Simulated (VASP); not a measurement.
Input of a VASP 6.6.1 run:

The input INCAR:

```
PREC = Accurate
ENCUT = 520
EDIFF = 1E-7
ISMEAR = 0
SIGMA = 0.025
LREAL = False
LASPH = True
NELM = 100
ALGO = Normal
ISIF = 2
LWAVE = False
LCHARG = False
GGA = PE
NBANDS = 16
```

KPOINTS

```
Automatic mesh
0
Gamma
  8 8 8
```

Contents of POSCAR:

```
CdS
1.0
    0.0000000000      2.9165000000      2.9165000000
    2.9165000000      0.0000000000      2.9165000000
    2.9165000000      2.9165000000      0.0000000000
Cd S
1 1
Direct
    0.0000000000      0.0000000000      0.0000000000
    0.7500000000      0.7500000000      0.7500000000
```

Potentials or basis: VASP PAW PBE potentials, release 64 (Cd, S).

Run with:

```sh
$ cat potpaw_PBE.64/Cd/POTCAR potpaw_PBE.64/S/POTCAR > POTCAR
$ mpirun -np 1 vasp_std > vasp.out
```

**Question.** Estimate the pressure.

**Answer.** 3.2 GPa.

**Question.** Predict the band gap on the k mesh.

**Answer.** 1.15 eV, direct.
